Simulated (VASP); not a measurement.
# BiP: single point with PBE

BiP:

```
Bi P
1.0
     3.76455    0.00000    0.00000
    -1.88228    3.26020    0.00000
     0.00000    0.00000    4.36098
Bi P
1 1
Direct
  0.00000 0.00000 0.50000
  0.00000 0.00000 0.00000
```

- Program: VASP 6.6.1
- Task: single point
- Functional: PBE
- Potentials or basis: VASP PAW PBE potentials, release 64 (Bi_d, P)
- Cutoff: 500 eV
- k mesh: 8 × 8 × 6
- Occupations: fermi-dirac, width 0.05 eV
- Spin: no spin polarisation
- Dipole correction: no
- Further INCAR settings: ALGO = Normal; EDIFF = 1e-06; NBANDS = 17

```
Pressure               : 27.5 GPa
Band gap on the k mesh : zero (bands 10 and 11 overlap by 3.55 eV)
```

Stress tensor (GPa, compression positive):
```
 3.39  0.00  0.00
 0.00  3.39  0.00
 0.00  0.00 75.62
```

Levels at points of the mesh, in eV from the Fermi level:
```
           k point  band 8  band 9  band 10  band 11  band 12  band 13
(0.00, 0.00, 0.00)   -5.60   -1.35    -1.35     3.71     5.81     5.81
(0.50, 0.00, 0.00)   -5.54   -4.45    -2.33     0.93     3.68     4.33
(0.00, 0.00, 0.50)    0.42    0.42     1.84     1.84     3.23     4.14
(0.50, 0.00, 0.50)   -3.72   -2.96    -0.35     0.35     4.40     4.89
```

It took 20 s on 1 thread of Intel(R) Xeon(R) Platinum 8375C CPU @ 2.90GHz (Ice Lake) (shared host), peak memory 0.18 GiB.

Caveat: the stress differs along the axes, from 3 to 76 GPa; spin-orbit coupling is left out, which moves the levels of the heavy elements; this functional lacks dispersion, which binds layers or chains, so the pressure and a relaxed spacing across them are unreliable.
